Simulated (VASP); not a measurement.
# C (Cmme) in VASP: single point with LDA

Aim: the single point of C with LDA.

Everything below comes from runs of VASP 6.6.1. Logs are shortened: lines on timing, memory, paths and dates and some standing lists are left out, and cuts for length are marked.

### 1 The cell of the first run

The structure is orthorhombic, space group Cmme (No. 67). The conventional cell has a = 2.446 Å, b = 4.233 Å, c = 16.471 Å, α = 90.00°, β = 90.00°, γ = 90.00°. Within 1.9 Å of C (site symmetry m) lie 3 C at 1.41 Å. Within 1.9 Å of C (site symmetry m) lie 3 C at 1.41 Å.

### 2 Single point, LDA

The input, INCAR:

```
SYSTEM = C
PREC = Accurate
ENCUT = 520
EDIFF = 1E-7
ISMEAR = 0
SIGMA = 0.15
LREAL = .False.
LASPH = .True.
NELM = 80
ALGO = Normal
ISIF = 2
LWAVE = .False.
LCHARG = .False.
GGA = CA
NBANDS = 26
```

The input, KPOINTS:

```
regular mesh
0
Gamma
  22 22 4
  0 0 0
```

The input, POSCAR:

```
C
1.0
   -1.2227748566      2.1167364796      0.0000000000
   -1.2227748566     -2.1167364796      0.0000000000
    0.0000000000      0.0000000000     16.4706447952
C
8
Direct
    0.9166982410      0.0833017590      0.1022322210
    0.9166982410      0.0833017590      0.5111611052
    0.4166982410      0.5833017590      0.7156255473
    0.4166982410      0.5833017590      0.3066966631
    0.0833017590      0.9166982410      0.7156255473
    0.0833017590      0.9166982410      0.3066966631
    0.5833017590      0.4166982410      0.1022322210
    0.5833017590      0.4166982410      0.5111611052
```

Potentials or basis: VASP PAW LDA potentials, release 64 (C).

The run is started by

```sh
> cat potpaw_LDA.64/C/POTCAR > POTCAR
> mpirun -np 1 vasp_std > vasp.out
```

OUTCAR:

```text
SYSTEM = C
   PREC = Accurate
   ENCUT = 520
   EDIFF = 1E-7
   ISMEAR = 0
   LREAL = .False.
   LASPH = .True.
   NELM = 80
   ISIF = 2
   GGA = CA

 ion  position               nearest neighbor table
   1  0.917  0.083  0.102-   7 1.41   7 1.41   7 1.41
   2  0.917  0.083  0.511-   8 1.41   8 1.41   8 1.41
   3  0.417  0.583  0.716-   5 1.41   5 1.41   5 1.41
   4  0.417  0.583  0.307-   6 1.41   6 1.41   6 1.41
   5  0.083  0.917  0.716-   3 1.41   3 1.41   3 1.41
   6  0.083  0.917  0.307-   4 1.41   4 1.41   4 1.41
   7  0.583  0.417  0.102-   1 1.41   1 1.41   1 1.41
   8  0.583  0.417  0.511-   2 1.41   2 1.41   2 1.41

  LATTYP: Found a base centered orthorhombic cell.
 ALAT       =     2.4455497132
 B/A-ratio  =     1.7310925786
 C/A-ratio  =     6.7349458105

  Lattice vectors:

 A1 = (  -1.2227748566,   2.1167364796,   0.0000000000)
 A2 = (  -1.2227748566,  -2.1167364796,   0.0000000000)
 A3 = (   0.0000000000,   0.0000000000,  16.4706447952)

Analysis of symmetry for initial positions (statically):
=====================================================================
 Subroutine PRICEL returns:
 Original cell was already a primitive cell.

 Routine SETGRP: Setting up the symmetry group for a
 base centered orthorhombic supercell.

 Subroutine GETGRP returns: Found  8 space group operations
 (whereof  2 operations were pure point group operations)
 out of a pool of  8 trial point group operations.

The static configuration has the point symmetry C_1h.
 The point group associated with its full space group is D_2h.

Analysis of symmetry for dynamics (positions and initial velocities):
=====================================================================
 Subroutine PRICEL returns:
 Original cell was already a primitive cell.

 Routine SETGRP: Setting up the symmetry group for a
 base centered orthorhombic supercell.

 Subroutine GETGRP returns: Found  8 space group operations
 (whereof  2 operations were pure point group operations)
 out of a pool of  8 trial point group operations.

The dynamic configuration has the point symmetry C_1h.
 The point group associated with its full space group is D_2h.

 Subroutine INISYM returns: Found  8 space group operations
 (whereof  2 operations are pure point group operations),
 and found     1 'primitive' translations

----------------------------------------------------------------------------------------

                                     Primitive cell

  volume of cell :      85.2617

  direct lattice vectors                    reciprocal lattice vectors
    -1.222774857  2.116736480  0.000000000    -0.408906020  0.236212682  0.000000000
    -1.222774857 -2.116736480  0.000000000    -0.408906020 -0.236212682  0.000000000
     0.000000000  0.000000000 16.470644795     0.000000000  0.000000000  0.060714077

  length of vectors
     2.444535063  2.444535063 16.470644795     0.472229355  0.472229355  0.060714077

  position of ions in fractional coordinates (direct lattice)
     0.916698241  0.083301759  0.102232221
     0.916698241  0.083301759  0.511161105
     0.416698241  0.583301759  0.715625547
     0.416698241  0.583301759  0.306696663
     0.083301759  0.916698241  0.715625547
     0.083301759  0.916698241  0.306696663
     0.583301759  0.416698241  0.102232221
     0.583301759  0.416698241  0.511161105

  ion indices of the primitive-cell ions
   primitive index   ion index
                 1           1
                 2           2
                 3           3
                 4           4
                 5           5
                 6           6
                 7           7
                 8           8

----------------------------------------------------------------------------------------

 KPOINTS: regular mesh

Automatic generation of k-mesh.
 Grid dimensions read from file:
 generate k-points for:   22   22    4

 Generating k-lattice:

  Cartesian coordinates                     Fractional coordinates (reciprocal lattice)
    -0.018586637  0.010736940  0.000000000     0.045454545 -0.000000000  0.000000000
    -0.018586637 -0.010736940  0.000000000    -0.000000000  0.045454545  0.000000000
     0.000000000  0.000000000  0.015178519     0.000000000  0.000000000  0.250000000

  Length of vectors
     0.021464971  0.021464971  0.015178519

  Shift w.r.t. Gamma in fractional coordinates (k-lattice)
     0.000000000  0.000000000  0.000000000

 Subroutine IBZKPT returns following result:
 ===========================================

 Found    399 irreducible k-points:

 Following reciprocal coordinates:
            Coordinates               Weight
  0.000000  0.000000  0.000000      1.000000
  0.045455 -0.000000  0.000000      4.000000
  0.090909 -0.000000  0.000000      4.000000
  0.136364 -0.000000  0.000000      4.000000
  0.181818 -0.000000  0.000000      4.000000
  0.227273 -0.000000  0.000000      4.000000
[... 16 lines left out ...]
  0.500000  0.045455  0.000000      4.000000
 -0.454545  0.045455  0.000000      4.000000
 [... further k-points ...]
   k-points           NKPTS =    399   k-points in BZ     NKDIM =    399   number of bands    NBANDS=     26
   number of dos      NEDOS =    301   number of ions     NIONS =      8
   total plane-waves  NPLWV =  40824
   dimension x,y,z NGX =    18 NGY =   18 NGZ =  126
   dimension x,y,z NGXF=    36 NGYF=   36 NGZF=  252
   ions per type =               8
   NGX,Y,Z   is equivalent  to a cutoff of  12.24, 12.24, 12.72 a.u.
   NGXF,Y,Z  is equivalent  to a cutoff of  24.48, 24.48, 25.44 a.u.
 SYSTEM =  C
   PREC   = accura    normal or accurate (medium, high low for compatibility)
   ISTART =      0    job   : 0-new  1-cont  2-samecut
   ICHARG =      2    charge: 1-file 2-atom 10-const
   ISPIN  =      1    spin polarized calculation?
   LNONCOLLINEAR =      F non collinear calculations
   LSORBIT =      F    spin-orbit coupling
   LASPH  =      T    aspherical Exc in radial PAW
   ENCUT  =  520.0 eV  38.22 Ry    6.18 a.u.   4.55  4.55 30.62*2*pi/ulx,y,z
   NELM   =     80;   NELMIN=  2; NELMDL= -5     # of ELM steps
   EDIFF  = 0.1E-06   stopping-criterion for ELM
   LREAL  =      F    real-space projection
   EDIFFG = 0.1E-05   stopping-criterion for IOM
   NSW    =      0    number of steps for IOM
   IBRION =     -1    ionic relax: 0-MD 1-quasi-New 2-CG
   NFREE  =      0    steps in history (QN), initial steepest desc. (CG)
   ISIF   =      2    stress and relaxation
   ISYM   =      2    0-nonsym 1-usesym 2-fastsym
   POTIM  = 0.5000    time-step for ionic-motion
   TEBEG  =    0.0;   TEEND  =   0.0 temperature during run
   PSTRESS=    0.0 pullay stress
   NELECT =      32.0000    total number of electrons
   NUPDOWN=      -1.0000    fix difference up-down
   EMIN   =  10.00;   EMAX   =-10.00  energy-range for DOS
   EFERMI =   0.00;   METHOD = LEGACY
   ISMEAR =     0;   SIGMA  =   0.15  broadening in eV -4-tet -1-fermi 0-gaus
   EFERMI_NEDOS =   21; number of points for ismear=-14 and -15
   IALGO  =     38    algorithm
   IMIX   =      4    mixing-type and parameters
     AMIX     =   0.40;   BMIX     =  1.00
     AMIX_MAG =   1.60;   BMIX_MAG =  1.00
  volume/ion in A,a.u.               =      10.66        71.92
  Fermi-wavevector in a.u.,A,eV,Ry     =   1.180883  2.231545 18.973115  1.394485
  Thomas-Fermi vector in A             =   2.317167
   LORBIT       =      0    0 simple, 1 ext, 2 COOP (PROOUT), +10 PAW based schemes
   GGA     = CA    functional components
   LHFCALC =     F    Hartree Fock is set to
   AEXX    =    0.0000 exact exchange contribution
   IVDW    =     0    specifies the selected vdW correction
   LEPSILON=     F    determine dielectric tensor
   LRPA    =     F    only Hartree local field effects (RPA)
 non-spin polarized calculation
 Gauss-broadening in eV      SIGMA  =   0.15
  energy-cutoff  :      520.00
  volume of cell :       85.26
 maximum number of plane-waves:      2338
   NGX =  9   NGY =  9   NGZ = 61

 number of electron      31.9999992 magnetization

 Free energy of the ion-electron system (eV)
  ---------------------------------------------------
  ext. energy  EPLUGINS =         0.00000000
  ---------------------------------------------------
  free energy    TOTEN  =       -80.83853694 eV

  energy without entropy =      -80.83740531  energy(sigma->0) =      -80.83797112

 E-fermi :   2.9534     XC(G=0):  -9.1992

 val. band max:        2.9457790636   @ k =   0.3182   0.3182   0.5000
 cond. band min:       3.2593673088   @ k =   0.3182   0.3182   0.5000
 fundamental gap:      0.3135882452
 Fermi energy:         2.9533795699

 k-point     1 :       0.0000    0.0000    0.0000
  band No.  band energies     occupation
      1     -16.5930      2.00000
      2     -16.5178      2.00000
      3     -16.4224      2.00000
      4     -16.3430      2.00000
      5      -5.5647      2.00000
      6      -5.1048      2.00000
[... 18 lines left out ...]
     25      11.4773      0.00000
     26      11.5050      0.00000

 k-point     2 :       0.0455   -0.0000    0.0000
  band No.  band energies     occupation
      1     -16.5434      2.00000
      2     -16.4684      2.00000
      3     -16.3733      2.00000
      4     -16.2942      2.00000
      5      -5.5037      2.00000
      6      -5.0446      2.00000
[... 18 lines left out ...]
     25      11.6835      0.00000
     26      11.6843      0.00000

 k-point     3 :       0.0909   -0.0000    0.0000
  band No.  band energies     occupation
      1     -16.3945      2.00000
      2     -16.3203      2.00000
      3     -16.2260      2.00000
      4     -16.1477      2.00000
      5      -5.3210      2.00000
      6      -4.8643      2.00000
[... 572 lines left out ...]
 k-point    23 :       0.5000    0.0455    0.0000
  band No.  band energies     occupation
      1     -11.3513      2.00000
      2     -11.3096      2.00000
      3     -11.2581      2.00000
      4     -11.2169      2.00000
      5     -10.0502      2.00000
      6     -10.0168      2.00000
[... 18 lines left out ...]
     25      13.2660      0.00000
     26      14.2810      0.00000

 k-point    24 :      -0.4545    0.0455    0.0000
  band No.  band energies     occupation
      1     -12.2123      2.00000
      2     -12.1586      2.00000
      3     -12.0903      2.00000
      4     -12.0335      2.00000
      5      -9.0769      2.00000
      6      -9.0365      2.00000
[... 18 lines left out ...]
     25      12.0335      0.00000
     26      13.1941      0.00000

 [... further k-points ...]

------------------------ aborting loop because EDIFF is reached ----------------------------------------

  FORCE on cell =-STRESS in cart. coord.  units (eV):
  Direction    XX          YY          ZZ          XY          YZ          ZX
  --------------------------------------------------------------------------------------
  -------------------------------------------------------------------------------------
  Total        0.5256121      0.5462942     -0.0625305      0.0000000      0.0000000      0.0000000
  in kB        9.8769321     10.2655753     -1.1750294      0.0000000      0.0000000      0.0000000
  external PRESSURE =       6.3224926 kB  Pullay stress =       0.0000000 kB

 VOLUME and BASIS-vectors are now :
 -----------------------------------------------------------------------------
  energy-cutoff  :      520.00
  volume of cell :       85.26
      direct lattice vectors                 reciprocal lattice vectors
    -1.222774857  2.116736480  0.000000000    -0.408906020  0.236212682  0.000000000
    -1.222774857 -2.116736480  0.000000000    -0.408906020 -0.236212682  0.000000000
     0.000000000  0.000000000 16.470644795     0.000000000  0.000000000  0.060714077

 POSITION                                       TOTAL-FORCE (eV/Angst)
 -----------------------------------------------------------------------------------
     -1.22277      1.76408      1.68383         0.000000     -0.008614      0.000022
     -1.22277      1.76408      8.41915         0.000000     -0.006058     -0.000223
     -1.22277     -0.35266     11.78681         0.000000     -0.008614     -0.000022
     -1.22277     -0.35266      5.05149         0.000000     -0.006058      0.000223
     -1.22277     -1.76408     11.78681         0.000000      0.008614     -0.000022
     -1.22277     -1.76408      5.05149         0.000000      0.006058      0.000223
     -1.22277      0.35266      1.68383         0.000000      0.008614      0.000022
     -1.22277      0.35266      8.41915         0.000000      0.006058     -0.000223
 -----------------------------------------------------------------------------------
    total drift:                               -0.000000      0.000000      0.000003

  FREE ENERGIE OF THE ION-ELECTRON SYSTEM (eV)
  ---------------------------------------------------
  free  energy   TOTEN  =       -80.8385369364 eV

  energy  without entropy=      -80.8374053103  energy(sigma->0) =      -80.83797112
```

It took 6.6 min on 1 thread of Intel Xeon 6975P-C (Granite Rapids), shared host; peak memory 0.6 GiB.

What came out:

* Free energy: -80.8385 eV
* Pressure: 0.6 GPa
* Largest force: 0.009 eV/Å

Forces in eV/Å, atoms in the order of the input:
```
C    0.000 -0.009  0.000
C    0.000 -0.006  0.000
C    0.000 -0.009  0.000
C    0.000 -0.006  0.000
C    0.000  0.009  0.000
C    0.000  0.006  0.000
C    0.000  0.009  0.000
C    0.000  0.006  0.000
```

Stress tensor (GPa, compression positive):
```
 0.99  0.00  0.00
 0.00  1.03  0.00
 0.00  0.00 -0.12
```
